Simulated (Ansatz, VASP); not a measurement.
**One calculation of Li, two programs**

INCAR

```
SYSTEM = Li
PREC = Accurate
ENCUT = 520
EDIFF = 1E-6
ISMEAR = -1
SIGMA = 0.08
LREAL = .FALSE.
LASPH = .TRUE.
NELM = 80
ALGO = Normal
ISIF = 2
LWAVE = .FALSE.
LCHARG = .TRUE.
LELF = .TRUE.
LVHAR = .TRUE.
NBANDS = 12
```

The input KPOINTS:

```
Automatic mesh
0
G
  12 12 12
  0 0 0
```

POSCAR

```
Li
1.0
    1.5194889864      0.8772773753      7.5883000000
   -1.5194889864      0.8772773753      7.5883000000
    0.0000000000     -1.7545547507      7.5883000000
Li
3
Direct
    0.0000000000      0.0000000000      0.0000000000
    0.2220000000      0.2220000000      0.2220000000
    0.7780000000      0.7780000000      0.7780000000
```

Input for Ansatz:

```yaml
crystal:
  lattice:
    - [1.5194889864, 0.8772773753, 7.5883]
    - [-1.5194889864, 0.8772773753, 7.5883]
    - [0.0, -1.7545547507, 7.5883]
  atoms:
    - { symbol: Li, position: [0.0, 0.0, 0.0] }
    - { symbol: Li, position: [0.222, 0.222, 0.222] }
    - { symbol: Li, position: [0.778, 0.778, 0.778] }
kpoints:
  mp_grid: { grid: [12, 12, 12] }
  band_path:
    path:
      - [0.0, 0.0, 0.0]
      - [0.5, 0.5, 0.5]
      - [0.8244230069, 0.1755769931, 0.5]
      - [0.5, -0.1755769931, 0.1755769931]
      - [0.5, 0.0, 0.0]
      - [0.0, 0.0, 0.0]
      - [0.3377884965, -0.3377884965, 0.0]
      - [0.6622115034, 0.0, 0.3377884966]
      - [0.5, 0.0, 0.5]
    npoints: 5
scf:
  occupations: { method: fermi_dirac, width: 0.08 }
hamiltonian:
  xc: lda
  pseudopotentials: { kind: all_electron, lapw: { basis_error: 0.001 } }
output:
  forces: true
  stress: true
  eigenvalues: true
```

Change from the starting cell: equal xx and yy strain of -2 %.

Alike in both runs: task single point; functional LDA; k mesh 12 × 12 × 12; occupations fermi-dirac, width 0.08 eV; no spin polarisation.

```csv
,VASP,Ansatz
version,VASP 6.6.1,Ansatz 0.2.0
potentials or method,"VASP PAW LDA potentials, release 64 (Li_sv), cutoff 520 eV","all-electron LAPW, scalar-relativistic"
```

|  | VASP | Ansatz | Ansatz less VASP |
| --- | --- | --- | --- |
| rms of the force components (eV/Å) | 0.004 | 0.004 | -0.0001 |

LDA's correlation is that of Perdew and Zunger in VASP and of Perdew and Wang (1992) in Ansatz. Atom by atom the forces differ by 0.000 eV/Å (rms over components). Ansatz ran all-electron here, and VASP with PAW potentials.

Noted on VASP's run: the cutoff is under 1.25 times that of the potentials, so the pressure is a little rough.
